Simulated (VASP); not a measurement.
# InGa2P3 (I4/mmm) in VASP: a series of runs

The runs below take InGa2P3 through single point, relaxation of cell and atoms, with PBE.

All numbers are computed with VASP 6.6.1; they aren't measurements. Logs are shortened: lines on timing, memory, paths and dates and some standing lists are left out, and cuts for length are marked.

### Step 1. The cell of the first run

It takes space group I4/mmm (No. 139, tetragonal). Conventional cell: a = 3.758 Å, b = 3.758 Å, c = 15.848 Å, α = 90.00°, β = 90.00°, γ = 90.00°. In (site symmetry 4/mmm) has 6 P at 2.66 to 2.72 Å within 3.5 Å. Within 3.4 Å of Ga (site symmetry 4mm) lie 6 P at 2.54 to 2.66 Å. Within 3.4 Å of P (site symmetry 4mm) lie 5 Ga at 2.54 to 2.66 Å and 1 In at 2.72 Å. P (site symmetry 4/mmm) has 4 In at 2.66 Å and 2 Ga at 2.66 Å within 3.5 Å.

### Step 2. Single point, PBE

INCAR reads:

```
PREC = Accurate
ENCUT = 520
EDIFF = 1E-6
ISMEAR = 0
SIGMA = 0.1
LREAL = F
LASPH = T
NELM = 60
ALGO = Normal
ISIF = 2
LWAVE = F
LCHARG = T
GGA = PE
LELF = T
LVHAR = T
NBANDS = 36
```

KPOINTS reads:

```
Automatic mesh
0
Gamma
  6 6 6
```

POSCAR reads:

```
InGa2P3
1.0
   -1.8791514950      1.8791514950      7.9241900130
    1.8791514950     -1.8791514950      7.9241900130
    1.8791514950      1.8791514950     -7.9241900130
In Ga P
1 2 3
Direct
    0.0000000000      0.0000000000      0.0000000000
    0.6677602196      0.6677602196      0.0000000000
    0.3322397804      0.3322397804      0.0000000000
    0.1716919016      0.1716919016      0.0000000000
    0.8283080984      0.8283080984      0.0000000000
    0.5000000000      0.5000000000      0.0000000000
```

Potentials or basis: VASP PAW PBE potentials, release 64 (In_d, Ga_d, P).

Run with:

```sh
$ cat potpaw_PBE.64/In_d/POTCAR potpaw_PBE.64/Ga_d/POTCAR potpaw_PBE.64/P/POTCAR > POTCAR
$ mpirun -np 1 vasp_std > vasp.out
```

OUTCAR:

```text
PREC = Accurate
   ENCUT = 520
   EDIFF = 1E-6
   ISMEAR = 0
   LREAL = F
   LASPH = T
   NELM = 60
   ISIF = 2
   GGA = PE

 ion  position               nearest neighbor table
   1  0.000  0.000  0.000-   6 2.66   6 2.66   6 2.66   6 2.66   5 2.72   4 2.72
   2  0.668  0.668  0.000-   5 2.54   4 2.66   4 2.66   4 2.66   4 2.66   6 2.66
   3  0.332  0.332  0.000-   4 2.54   5 2.66   5 2.66   5 2.66   5 2.66   6 2.66
   4  0.172  0.172  0.000-   3 2.54   2 2.66   2 2.66   2 2.66   2 2.66   1 2.72
   5  0.828  0.828  0.000-   2 2.54   3 2.66   3 2.66   3 2.66   3 2.66   1 2.72
   6  0.500  0.500  0.000-   1 2.66   1 2.66   1 2.66   1 2.66   3 2.66   2 2.66

  LATTYP: Found a body centered tetragonal cell.
 ALAT       =     3.7583029900
 C/A-ratio  =     4.2168979106

  Lattice vectors:

 A1 = (  -1.8791514950,   1.8791514950,   7.9241900130)
 A2 = (   1.8791514950,  -1.8791514950,   7.9241900130)
 A3 = (   1.8791514950,   1.8791514950,  -7.9241900130)

Analysis of symmetry for initial positions (statically):
=====================================================================
 Subroutine PRICEL returns:
 Original cell was already a primitive cell.

 Routine SETGRP: Setting up the symmetry group for a
 body centered tetragonal supercell.

 Subroutine GETGRP returns: Found 16 space group operations
 (whereof 16 operations were pure point group operations)
 out of a pool of 16 trial point group operations.

The static configuration has the point symmetry D_4h.

Analysis of symmetry for dynamics (positions and initial velocities):
=====================================================================
 Subroutine PRICEL returns:
 Original cell was already a primitive cell.

 Routine SETGRP: Setting up the symmetry group for a
 body centered tetragonal supercell.

 Subroutine GETGRP returns: Found 16 space group operations
 (whereof 16 operations were pure point group operations)
 out of a pool of 16 trial point group operations.

The dynamic configuration has the point symmetry D_4h.

 Subroutine INISYM returns: Found 16 space group operations
 (whereof 16 operations are pure point group operations),
 and found     1 'primitive' translations

----------------------------------------------------------------------------------------

                                     Primitive cell

  volume of cell :     111.9279

  direct lattice vectors                    reciprocal lattice vectors
    -1.879151495  1.879151495  7.924190013     0.000000000  0.266077536  0.063097932
     1.879151495 -1.879151495  7.924190013     0.266077536  0.000000000  0.063097932
[... 95 lines left out ...]
   EDIFFG = 0.1E-04   stopping-criterion for IOM
   NSW    =      0    number of steps for IOM
   IBRION =     -1    ionic relax: 0-MD 1-quasi-New 2-CG
   NFREE  =      0    steps in history (QN), initial steepest desc. (CG)
   ISIF   =      2    stress and relaxation
   ISYM   =      2    0-nonsym 1-usesym 2-fastsym
   POTIM  = 0.5000    time-step for ionic-motion
   TEBEG  =    0.0;   TEEND  =   0.0 temperature during run
   PSTRESS=    0.0 pullay stress
   NELECT =      54.0000    total number of electrons
   NUPDOWN=      -1.0000    fix difference up-down
   EMIN   =  10.00;   EMAX   =-10.00  energy-range for DOS
   EFERMI =   0.00;   METHOD = LEGACY
   ISMEAR =     0;   SIGMA  =   0.10  broadening in eV -4-tet -1-fermi 0-gaus
   EFERMI_NEDOS =   21; number of points for ismear=-14 and -15
   IALGO  =     38    algorithm
   IMIX   =      4    mixing-type and parameters
     AMIX     =   0.40;   BMIX     =  1.00
     AMIX_MAG =   1.60;   BMIX_MAG =  1.00
  volume/ion in A,a.u.               =      18.65       125.89
  Fermi-wavevector in a.u.,A,eV,Ry     =   1.283985  2.426380 22.430801  1.648617
  Thomas-Fermi vector in A             =   2.416205
   LORBIT       =      0    0 simple, 1 ext, 2 COOP (PROOUT), +10 PAW based schemes
   GGA     = PE    functional components
   LHFCALC =     F    Hartree Fock is set to
   AEXX    =    0.0000 exact exchange contribution
   IVDW    =     0    specifies the selected vdW correction
   LEPSILON=     F    determine dielectric tensor
   LRPA    =     F    only Hartree local field effects (RPA)
 non-spin polarized calculation
 Gauss-broadening in eV      SIGMA  =   0.10
  energy-cutoff  :      520.00
  volume of cell :      111.93
 maximum number of plane-waves:      3030
 NGX is ok and might be reduce to    64
   NGX = 31   NGY = 31   NGZ = 31

 number of electron      53.9999994 magnetization

 Free energy of the ion-electron system (eV)
  ---------------------------------------------------
  ext. energy  EPLUGINS =         0.00000000
  ---------------------------------------------------
  free energy    TOTEN  =       -24.36540340 eV

  energy without entropy =      -24.34612091  energy(sigma->0) =      -24.35576215

 E-fermi :   6.5867     XC(G=0): -10.7205

 val. band max:        6.5631380780   @ k =  -0.3333   0.5000   0.3333
 cond. band min:       6.5942694664   @ k =  -0.3333   0.3333   0.3333
 fundamental gap:      0.0311313884
 Fermi energy:         6.5866899863

 k-point     1 :       0.0000    0.0000    0.0000
  band No.  band energies     occupation
      1      -8.1476      2.00000
      2      -8.1232      2.00000
      3      -8.0382      2.00000
      4      -8.0336      2.00000
      5      -8.0253      2.00000
      6      -8.0206      2.00000
[... 925 lines left out ...]
     35      12.5789      0.00000
     36      13.0011      0.00000

 [... further k-points ...]
[... 5 lines left out ...]
  --------------------------------------------------------------------------------------
  -------------------------------------------------------------------------------------
  Total        0.0444169      0.0444169     -0.1704147      0.0000000     -0.0000000     -0.0000000
  in kB        0.6358002      0.6358002     -2.4393786      0.0000000     -0.0000000     -0.0000000
  external PRESSURE =      -0.3892594 kB  Pullay stress =       0.0000000 kB

 VOLUME and BASIS-vectors are now :
 -----------------------------------------------------------------------------
  energy-cutoff  :      520.00
  volume of cell :      111.93
      direct lattice vectors                 reciprocal lattice vectors
    -1.879151495  1.879151495  7.924190013     0.000000000  0.266077536  0.063097932
     1.879151495 -1.879151495  7.924190013     0.266077536  0.000000000  0.063097932
     1.879151495  1.879151495 -7.924190013     0.266077536  0.266077536  0.000000000

 POSITION                                       TOTAL-FORCE (eV/Angst)
 -----------------------------------------------------------------------------------
      0.00000      0.00000      0.00000         0.000000      0.000000      0.000000
      0.00000      0.00000     10.58292        -0.000000     -0.000000      0.028971
      0.00000      0.00000      5.26546         0.000000      0.000000     -0.028971
      0.00000      0.00000      2.72104         0.000000      0.000000      0.011000
      0.00000      0.00000     13.12734        -0.000000     -0.000000     -0.011000
      0.00000      0.00000      7.92419         0.000000      0.000000      0.000000
 -----------------------------------------------------------------------------------
    total drift:                               -0.000000      0.000000      0.000000

  FREE ENERGIE OF THE ION-ELECTRON SYSTEM (eV)
  ---------------------------------------------------
  free  energy   TOTEN  =       -24.3654034001 eV

  energy  without entropy=      -24.3461209071  energy(sigma->0) =      -24.35576215
```

OSZICAR:

```text
N       E                     dE             d eps       ncg     rms          rms(c)
DAV:   1     0.461515010150E+03    0.46152E+03   -0.24711E+04  2204   0.215E+03
DAV:   2     0.426491428390E+02   -0.41887E+03   -0.40611E+03  2216   0.526E+02
DAV:   3    -0.214730238251E+02   -0.64122E+02   -0.62579E+02  2552   0.168E+02
DAV:   4    -0.248589130347E+02   -0.33859E+01   -0.33483E+01  2684   0.376E+01
DAV:   5    -0.249979918429E+02   -0.13908E+00   -0.13877E+00  3392   0.775E+00    0.726E+00
DAV:   6    -0.243884900004E+02    0.60950E+00   -0.13857E+00  2956   0.141E+01    0.426E+00
DAV:   7    -0.243692216978E+02    0.19268E-01   -0.45676E-01  3088   0.353E+00    0.147E+00
DAV:   8    -0.243658744716E+02    0.33472E-02   -0.72679E-02  2796   0.226E+00    0.601E-01
DAV:   9    -0.243653191429E+02    0.55533E-03   -0.19876E-02  2776   0.117E+00    0.189E-01
DAV:  10    -0.243653345557E+02   -0.15413E-04   -0.26102E-03  3004   0.501E-01    0.120E-01
DAV:  11    -0.243653761719E+02   -0.41616E-04   -0.28219E-04  2800   0.109E-01    0.103E-01
DAV:  12    -0.243654072289E+02   -0.31057E-04   -0.45091E-05  2504   0.361E-02    0.304E-02
DAV:  13    -0.243654032565E+02    0.39724E-05   -0.34301E-05  3264   0.789E-02    0.132E-02
DAV:  14    -0.243654034001E+02   -0.14363E-06   -0.24504E-06  2072   0.117E-02
   1 F= -.24365403E+02 E0= -.24355762E+02  d E =-.192825E-01
```

stdout:

```text
POSCAR found type information on POSCAR InGaP
 POSCAR found :  3 types and       6 ions
 scaLAPACK will be used
 LDA part: xc-table for (Slater+PW92), standard interpolation
 POSCAR, INCAR and KPOINTS ok, starting setup
 FFT: planning ... GRIDC
 FFT: planning ... GRID_SOFT
 FFT: planning ... GRID
 WAVECAR not read
 entering main loop
```

It took 11 min on 1 thread of Intel Xeon Platinum 8488C (Sapphire Rapids), shared host; peak memory 0.59 GiB.

Results:

```yaml
Free_energy: -24.3654 eV
Pressure: 0.0 GPa
Largest_force: 0.029 eV/Å
Band_gap_on_the_k_mesh: zero (band 27 reaches 7.02 eV, above the bottom of band 28 at 4.13 eV)
```

Forces in eV/Å, atoms in the order of the input:
```
In   0.000  0.000  0.000
Ga   0.000  0.000  0.029
Ga   0.000  0.000 -0.029
P    0.000  0.000  0.011
P    0.000  0.000 -0.011
P    0.000  0.000  0.000
```

Stress tensor (GPa, compression positive):
```
 0.06  0.00  0.00
 0.00  0.06  0.00
 0.00  0.00 -0.24
```

Levels at points of the mesh, in eV from the Fermi level:
```tsv
k point	band 23	band 24	band 25	band 26	band 27	band 28	band 29	band 30	band 31	band 32
(0.00, 0.00, 0.00)	-2.07	-2.07	-1.54	-1.21	-0.09	-0.09	-0.06	1.07	3.98	4.23
(0.50, 0.00, 0.00)	-2.26	-0.14	-0.11	0.15	0.15	2.03	2.34	2.86	3.10	3.19
(0.50, 0.50, 0.00)	-4.89	-3.74	-3.31	-2.86	-2.56	-2.46	0.97	1.00	3.61	5.42
(0.50, 0.50, 0.50)	-2.41	-1.92	-1.09	-1.09	-0.68	-0.68	2.48	3.31	3.58	4.40
```

Caveat: the k points lie up to 0.39 Å⁻¹ apart; spin-orbit coupling is left out, which moves the levels of the heavy elements.

### Step 3. Single point, PBE

This run uses another cell than the first one, of 20.45 Å³/atom, 1.096 times its volume.

INCAR reads:

```
SYSTEM = InGa2P3
ALGO = Normal ; EDIFF = 1E-6
ENCUT = 520 ; GGA = PE
ISIF = 2 ; ISMEAR = 0
LASPH = .True. ; LCHARG = .False.
LREAL = .False. ; LWAVE = .False.
NBANDS = 36 ; NELM = 100
PREC = Accurate ; SIGMA = 0.1
```

KPOINTS reads:

```
k-points
0
Gamma
  6 6 6
  0 0 0
```

POSCAR reads:

```
InGa2P3
1.0
   -1.9337037100      1.9337037100      8.2040100200
    1.9337037100     -1.9337037100      8.2040100200
    1.9337037100      1.9337037100     -8.2040100200
In Ga P
1 2 3
Direct
    0.0000000000      0.0000000000      0.0000000000
    0.6666666700      0.6666666700      0.0000000000
    0.3333333300      0.3333333300      0.0000000000
    0.1666666700      0.1666666700      0.0000000000
    0.8333333300      0.8333333300      0.0000000000
    0.5000000000      0.5000000000      0.0000000000
```

Potentials or basis: VASP PAW PBE potentials, release 64 (In_d, Ga_d, P).

Run with:

```sh
$ cat potpaw_PBE.64/In_d/POTCAR potpaw_PBE.64/Ga_d/POTCAR potpaw_PBE.64/P/POTCAR > POTCAR
$ mpirun -np 1 vasp_std > vasp.out
```

It took 12 min on 1 thread of Intel Xeon Platinum 8488C (Sapphire Rapids), shared host; peak memory 0.64 GiB.

The run converged. Its results:

```
Free energy            : -24.1047 eV
Pressure               : -5.9 GPa
Largest force          : 0.426 eV/Å
Band gap on the k mesh : zero (band 27 reaches 5.99 eV, above the bottom of band 28 at 3.33 eV)
```

Forces on the atoms (eV/Å):
```
In   0.000  0.000  0.000
Ga   0.000  0.000  0.116
Ga   0.000  0.000 -0.116
P    0.000  0.000  0.426
P    0.000  0.000 -0.426
P    0.000  0.000  0.000
```

Stress tensor (GPa, compression positive):
```
-5.81  0.00  0.00
 0.00 -5.81  0.00
 0.00  0.00 -6.00
```

Levels at points of the mesh, in eV from the Fermi level:
| k point | band 25 | band 26 | band 27 | band 28 | band 29 | band 30 |
| --- | --- | --- | --- | --- | --- | --- |
| (0.00, 0.00, 0.00) | -1.54 | -1.19 | -0.13 | -0.13 | -0.11 | 0.30 |
| (0.50, 0.00, 0.00) | -0.06 | 0.12 | 0.13 | 1.96 | 2.24 | 2.70 |
| (0.50, 0.50, 0.00) | -3.09 | -3.03 | -2.25 | -2.25 | 0.60 | 0.98 |
| (0.50, 0.50, 0.50) | -0.86 | -0.86 | -0.72 | -0.72 | 2.11 | 2.72 |

Caveat: the k points lie up to 0.38 Å⁻¹ apart; spin-orbit coupling is left out, which moves the levels of the heavy elements.

### Step 4. Relaxation of cell and atoms, PBE

This run uses another cell than the first one, of 20.45 Å³/atom, 1.096 times its volume.

INCAR reads:

```
SYSTEM = InGa2P3
PREC = Accurate
ENCUT = 600
EDIFF = 1E-6
ISMEAR = 0
SIGMA = 0.1
LREAL = .FALSE.
LASPH = .TRUE.
NELM = 80
ALGO = Normal
ISIF = 3
LWAVE = .FALSE.
LCHARG = .FALSE.
GGA = PE
IBRION = 2
NSW = 90
EDIFFG = -0.04
```

KPOINTS reads:

```
regular mesh
0
G
  6 6 6
  0 0 0
```

POSCAR is that of step 3.

Run with:

```sh
$ cat potpaw_PBE.64/In_d/POTCAR potpaw_PBE.64/Ga_d/POTCAR potpaw_PBE.64/P/POTCAR > POTCAR
$ mpirun -np 1 vasp_std > vasp.out
```

It took 32 min on 1 thread of Intel Xeon 6975P-C (Granite Rapids), shared host; peak memory 0.86 GiB.

The run converged. Its results:

| Property | Result |
| --- | --- |
| Free energy | -24.3673 eV |
| Relaxed volume | 18.71 Å³/atom |
| Relaxed cell | a = 8.356 Å, b = 8.356 Å, c = 8.356 Å, α = 153.96°, β = 153.96°, γ = 37.15° |
| Space group after relaxing (to 0.05 Å) | I4/mmm (No. 139) |
| Energy gained by relaxing | 43.8 meV/atom |
| Ionic steps | 7 |
| Pressure after relaxing | -0.2 GPa |
| Largest force after relaxing | 0.005 eV/Å |
| Band gap on the k mesh | zero (band 27 reaches 6.98 eV, above the bottom of band 28 at 4.12 eV) |

Forces on the atoms (eV/Å):
```
In   0.000  0.000  0.000
Ga   0.000  0.000  0.005
Ga   0.000  0.000 -0.005
P    0.000  0.000  0.005
P    0.000  0.000 -0.005
P    0.000  0.000  0.000
```

Step by step:
```
step  energy change (eV)  largest force (eV/Å)  pressure (GPa)  volume (Å³)
   1              0.0000                0.4259           -5.83       122.71
   2             -0.2204                0.4914            1.63       109.95
   3             -0.2278                0.4866            0.34       111.70
   4             -0.2488                0.3048            0.32       111.60
   5             -0.2621                0.0171            0.35       111.45
   6             -0.2622                0.0045            0.33       111.46
   7             -0.2625                0.0055           -0.23       112.25
```

Final structure:
```
In Ga P
1.0
    -1.88228    1.88228    7.92076
     1.88228   -1.88228    7.92076
     1.88228    1.88228   -7.92076
In Ga P
1 2 3
Cartesian
  0.0000 0.0000 0.0000
  0.0000 0.0000 10.5837
  0.0000 0.0000 5.2578
  0.0000 0.0000 2.7197
  0.0000 0.0000 13.1218
  0.0000 0.0000 7.9208
```

Levels at points of the mesh, in eV from the Fermi level:
| k point | band 25 | band 26 | band 27 | band 28 | band 29 | band 30 |
| --- | --- | --- | --- | --- | --- | --- |
| (0.00, 0.00, 0.00) | -1.53 | -1.20 | -0.08 | -0.08 | -0.07 | 1.04 |
| (0.50, 0.00, 0.00) | -0.12 | 0.14 | 0.16 | 2.01 | 2.32 | 2.85 |
| (0.50, 0.50, 0.00) | -3.28 | -2.85 | -2.56 | -2.43 | 0.99 | 1.00 |
| (0.50, 0.50, 0.50) | -1.08 | -1.08 | -0.67 | -0.67 | 2.49 | 3.33 |

Caveat: the k points lie up to 0.39 Å⁻¹ apart in the final cell; spin-orbit coupling is left out, which moves the levels of the heavy elements.

### Step 5. Summary

```csv
task,cell,cutoff (eV),gap on the mesh (eV),pressure (GPa),largest force (eV/Å)
single point,"a = 8.358 Å, angles 154.0, 154.0, 37.1°, 6 atoms",520,none,0.0,0.03
single point,"a = 8.648 Å, angles 154.2, 154.2, 36.9°, 6 atoms",520,none,-5.9,0.43
relaxation of cell and atoms,"relaxed from a = 8.648 Å, angles 154.2, 154.2, 36.9°, 6 atoms",600,none,-0.2,0.01
```

Alike in all rows: level PBE; potentials or basis VASP PAW PBE potentials, release 64 (In_d, Ga_d, P); no spin polarisation; k mesh 6 × 6 × 6; smearing gaussian 0.1 eV.

Caveats: all runs use coarse meshes; spin-orbit coupling is left out, which moves the levels of the heavy elements.

Total energies depend on the potentials used, so only differences within one code and one set of settings carry meaning.
